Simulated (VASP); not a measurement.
# AlN (Fm-3m) in VASP: a series of runs, part 2 of 2

VASP 6.6.1.

## (5) Single point, PBE

INCAR

```
PREC     = Accurate       # precision mode
ENCUT    = 600            # plane-wave cutoff, eV
EDIFF    = 1E-6           # SCF threshold, eV
ISMEAR   = 0              # smearing method
SIGMA    = 0.001          # smearing width, eV
LREAL    = F              # projectors in reciprocal space
LASPH    = T              # aspherical terms in the spheres
NELM     = 120            # most SCF steps
ALGO     = Normal         # electronic algorithm
ISIF     = 2              # what is computed and relaxed
LWAVE    = F              # write WAVECAR
LCHARG   = T              # write CHGCAR
GGA      = PE             # functional
LELF     = T              # ELF
LVHAR    = T            
NBANDS   = 11             # bands
GGA_COMPAT= F
```

KPOINTS

```
Automatic mesh
0
Gamma
  8 8 8
```

POSCAR

```
AlN
1.0
    0.0000000000      2.0188684454      2.0188684454
    2.0188684454      0.0000000000      2.0188684454
    2.0188684454      2.0188684454      0.0000000000
Al N
1 1
Direct
    0.0000000000      0.0000000000      0.0000000000
    0.5000000000      0.5000000000      0.5000000000
```

Potentials or basis: VASP PAW PBE potentials, release 64 (Al, N).

The run is started by

```
cat potpaw_PBE.64/Al/POTCAR potpaw_PBE.64/N/POTCAR > POTCAR
mpirun -np 1 vasp_std > vasp.out
```

OUTCAR:

```text
PREC = Accurate
   ENCUT = 600
   EDIFF = 1E-6
   ISMEAR = 0
   LREAL = F
   LASPH = T
   NELM = 120
   ISIF = 2
   GGA = PE

 ion  position               nearest neighbor table
   1  0.000  0.000  0.000-   2 2.02   2 2.02   2 2.02   2 2.02   2 2.02   2 2.02
   2  0.500  0.500  0.500-   1 2.02   1 2.02   1 2.02   1 2.02   1 2.02   1 2.02

  LATTYP: Found a face centered cubic cell.
 ALAT       =     4.0377368908

  Lattice vectors:

 A1 = (   0.0000000000,   2.0188684454,   2.0188684454)
 A2 = (   2.0188684454,   0.0000000000,   2.0188684454)
 A3 = (   2.0188684454,   2.0188684454,   0.0000000000)

Analysis of symmetry for initial positions (statically):
=====================================================================
 Subroutine PRICEL returns:
 Original cell was already a primitive cell.

 Routine SETGRP: Setting up the symmetry group for a
 face centered cubic supercell.

 Subroutine GETGRP returns: Found 48 space group operations
 (whereof 48 operations were pure point group operations)
 out of a pool of 48 trial point group operations.

The static configuration has the point symmetry O_h .

Analysis of symmetry for dynamics (positions and initial velocities):
=====================================================================
 Subroutine PRICEL returns:
 Original cell was already a primitive cell.

 Routine SETGRP: Setting up the symmetry group for a
 face centered cubic supercell.

 Subroutine GETGRP returns: Found 48 space group operations
 (whereof 48 operations were pure point group operations)
 out of a pool of 48 trial point group operations.

The dynamic configuration has the point symmetry O_h .

 Subroutine INISYM returns: Found 48 space group operations
 (whereof 48 operations are pure point group operations),
 and found     1 'primitive' translations

----------------------------------------------------------------------------------------

                                     Primitive cell
[... 113 lines left out ...]
  Fermi-wavevector in a.u.,A,eV,Ry     =   1.287222  2.432497 22.544046  1.656941
  Thomas-Fermi vector in A             =   2.419249
   LORBIT       =      0    0 simple, 1 ext, 2 COOP (PROOUT), +10 PAW based schemes
   GGA     = PE    functional components
   LHFCALC =     F    Hartree Fock is set to
   AEXX    =    0.0000 exact exchange contribution
   IVDW    =     0    specifies the selected vdW correction
   LEPSILON=     F    determine dielectric tensor
   LRPA    =     F    only Hartree local field effects (RPA)
 non-spin polarized calculation
 Gauss-broadening in eV      SIGMA  =   0.00
  energy-cutoff  :      600.00
  volume of cell :       16.46
 maximum number of plane-waves:       568
   NGX = 11   NGY = 11   NGZ = 11

 number of electron       7.9999999 magnetization

 Free energy of the ion-electron system (eV)
  ---------------------------------------------------
  ext. energy  EPLUGINS =         0.00000000
  ---------------------------------------------------
  free energy    TOTEN  =       -14.53967347 eV

  energy without entropy =      -14.53967347  energy(sigma->0) =      -14.53967347

 E-fermi :  10.1281     XC(G=0): -12.3045

 val. band max:       10.0170347938   @ k =   0.0000   0.0000   0.0000
 cond. band min:      14.6621627927   @ k =   0.5000   0.5000   0.0000
 fundamental gap:      4.6451279989
 Fermi energy:        10.1281265079

 k-point     1 :       0.0000    0.0000    0.0000
  band No.  band energies     occupation
      1      -7.5738      2.00000
      2      10.0170      2.00000
      3      10.0170      2.00000
      4      10.0170      2.00000
      5      15.7553      0.00000
      6      22.1971      0.00000
      7      22.1971      0.00000
      8      22.1971      0.00000
      9      27.3488      0.00000
     10      27.8363      0.00000
     11      27.8363      0.00000
[... 309 lines left out ...]
 k-point    24 :      -0.3750    0.2500    0.1250
  band No.  band energies     occupation
      1      -3.7955      2.00000
      2       2.5716      2.00000
      3       6.3038      2.00000
      4       8.0275      2.00000
      5      18.4752      0.00000
      6      18.6118      0.00000
      7      22.3721      0.00000
      8      22.8491      0.00000
      9      28.2118      0.00000
     10      29.1277      0.00000
     11      32.5365      0.00000

 [... further k-points ...]
[... 5 lines left out ...]
  --------------------------------------------------------------------------------------
  -------------------------------------------------------------------------------------
  Total        0.6131983      0.6131983      0.6131983      0.0000000     -0.0000000      0.0000000
  in kB       59.6976854     59.6976854     59.6976854      0.0000000     -0.0000000      0.0000000
  external PRESSURE =      59.6976854 kB  Pullay stress =       0.0000000 kB

 VOLUME and BASIS-vectors are now :
 -----------------------------------------------------------------------------
  energy-cutoff  :      600.00
  volume of cell :       16.46
      direct lattice vectors                 reciprocal lattice vectors
     0.000000000  2.018868445  2.018868445    -0.247663488  0.247663488  0.247663488
     2.018868445  0.000000000  2.018868445     0.247663488 -0.247663488  0.247663488
     2.018868445  2.018868445  0.000000000     0.247663488  0.247663488 -0.247663488

 POSITION                                       TOTAL-FORCE (eV/Angst)
 -----------------------------------------------------------------------------------
      0.00000      0.00000      0.00000         0.000000     -0.000000      0.000000
      2.01887      2.01887      2.01887        -0.000000      0.000000     -0.000000
 -----------------------------------------------------------------------------------
    total drift:                               -0.000000     -0.000000      0.000000

  FREE ENERGIE OF THE ION-ELECTRON SYSTEM (eV)
  ---------------------------------------------------
  free  energy   TOTEN  =       -14.5396734677 eV

  energy  without entropy=      -14.5396734677  energy(sigma->0) =      -14.53967347
```

OSZICAR:

```text
N       E                     dE             d eps       ncg     rms          rms(c)
DAV:   1     0.156923126441E+02    0.15692E+02   -0.43644E+03   646   0.710E+02
DAV:   2    -0.153406965736E+02   -0.31033E+02   -0.29973E+02   792   0.161E+02
DAV:   3    -0.162845494942E+02   -0.94385E+00   -0.94269E+00   777   0.257E+01
DAV:   4    -0.162884968869E+02   -0.39474E-02   -0.39471E-02   738   0.179E+00
DAV:   5    -0.162885355270E+02   -0.38640E-04   -0.38640E-04   764   0.166E-01    0.760E+00
DAV:   6    -0.145597499780E+02    0.17288E+01   -0.74623E+00   749   0.153E+01    0.267E+00
DAV:   7    -0.145452633075E+02    0.14487E-01   -0.18806E-01   724   0.316E+00    0.177E+00
DAV:   8    -0.145399808669E+02    0.52824E-02   -0.16219E-02   683   0.120E+00    0.339E-01
DAV:   9    -0.145396197236E+02    0.36114E-03   -0.14878E-03   736   0.245E-01    0.153E-01
DAV:  10    -0.145396811166E+02   -0.61393E-04   -0.15901E-04   707   0.904E-02    0.460E-02
DAV:  11    -0.145396737997E+02    0.73169E-05   -0.24076E-05   755   0.289E-02    0.828E-03
DAV:  12    -0.145396734677E+02    0.33195E-06   -0.83041E-07   391   0.789E-03
   1 F= -.14539673E+02 E0= -.14539673E+02  d E =0.000000E+00
```

stdout:

```text
POSCAR found type information on POSCAR AlN
 POSCAR found :  2 types and       2 ions
 scaLAPACK will be used
 LDA part: xc-table for (Slater+PW92), standard interpolation
 POSCAR, INCAR and KPOINTS ok, starting setup
 FFT: planning ... GRIDC
 FFT: planning ... GRID_SOFT
 FFT: planning ... GRID
 WAVECAR not read
 entering main loop
```

Run time: 8.9 s. Hardware: 1 thread of Intel Xeon 8259CL, shared host; peak memory 0.13 GiB.

Results:

```
Free energy            : -14.5397 eV
Pressure               : 6.0 GPa
Band gap on the k mesh : 4.65 eV, indirect (least direct gap 5.74 eV)
```

Levels at points of the mesh, in eV from the valence-band top:
| k point | band 1 | band 2 | band 3 | band 4 | band 5 | band 6 | band 7 | band 8 | band 9 |
| --- | --- | --- | --- | --- | --- | --- | --- | --- | --- |
| (0.00, 0.00, 0.00) | -17.59 | 0.00 | 0.00 | 0.00 | 5.74 | 12.18 | 12.18 | 12.18 | 17.33 |
| (0.50, 0.00, 0.00) | -14.31 | -8.33 | -1.08 | -1.08 | 6.16 | 11.03 | 11.03 | 13.36 | 16.14 |
| (0.50, 0.50, 0.00) | -13.33 | -7.41 | -2.81 | -2.81 | 4.65 | 5.30 | 14.10 | 17.31 | 17.31 |

A k mesh can miss the band edges.

## (6) Summary

| level | k mesh | cutoff (eV) | smearing | grid for exact exchange (PRECFOCK) | share of exact exchange | screening parameter | gap on the mesh (eV) | pressure (GPa) |
| --- | --- | --- | --- | --- | --- | --- | --- | --- |
| PBE-based screened hybrid | 6 × 6 × 6 | 520 | gaussian 0.01 eV | Normal | 0.35 | 0.3 1/Å | 6.21 | -3.9 |
| PBE-based screened hybrid | 6 × 6 × 6 | 520 | gaussian 0.01 eV | Normal | 0.05 | 0.1 1/Å | 4.99 | 4.5 |
| HSE06 | 6 × 6 × 6 | 520 | gaussian 0.2 eV | Normal | - | 0.2079 1/Å | 6.01 | -1.5 |
| PBE | 8 × 8 × 8 | 600 | gaussian 0.001 eV | - | - | - | 4.65 | 6.0 |

Alike in all rows: task single point; potentials or basis VASP PAW PBE potentials, release 64 (Al, N); no spin polarisation; cell as given.

Caveats: some runs use coarse meshes; the PAW data sets were made with another functional, which shifts forces and pressure a little (some runs).

Total energies depend on the potentials used, so only differences within one code and one set of settings carry meaning.
